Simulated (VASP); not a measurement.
Here is a VASP 6.6.1 calculation.

Contents of INCAR:

```
SYSTEM = Ru
ALGO = Normal
DIPOL = 0.5 0.5 0.500
EDIFF = 1E-7
EDIFFG = -0.01
ENCUT = 520
GGA = PS
IBRION = 2
IDIPOL = 3
ISIF = 2
ISMEAR = -1
KPAR = 2
LASPH = .True.
LCHARG = .False.
LDIPOL = .True.
LREAL = .False.
LWAVE = .False.
NELM = 80
NSW = 32
PREC = Accurate
SIGMA = 0.05
```

Contents of KPOINTS:

```
k-points
0
Gamma
  15 15 1
  0 0 0
```

File POSCAR:

```
Ru
1.0
    2.6901084707      0.0000000000      0.0000000000
   -1.3450542353      2.3297022745      0.0000000000
    0.0000000000      0.0000000000     24.4996000000
Ru
5
Direct
    0.0000000000      0.0000000000      0.3290002204
    0.3333333333      0.6666666667      0.4126361497
    0.0000000000      0.0000000000      0.4999999991
    0.3333333333      0.6666666667      0.5873638504
    0.0000000000      0.0000000000      0.6709997802
```

Potentials or basis: VASP PAW PBE potentials, release 64 (Ru_pv).

Command:

```bash
$ cat potpaw_PBE.64/Ru_pv/POTCAR > POTCAR
$ mpirun -np 2 vasp_std > vasp.out
```

Task: Estimate the energy gained by relaxing.

Result: 0.0 meV/atom.

Task: What does it give for the band gap on the k mesh?

Result: Zero (bands 35 and 36 overlap by 2.49 eV).

Forces on the atoms (eV/Å):
```
Ru   0.000  0.000 -0.005
Ru   0.000  0.000 -0.007
Ru   0.000  0.000  0.000
Ru   0.000  0.000  0.007
Ru   0.000  0.000  0.005
```

Caveat: the PAW data sets were made with another functional, which shifts forces and pressure a little.
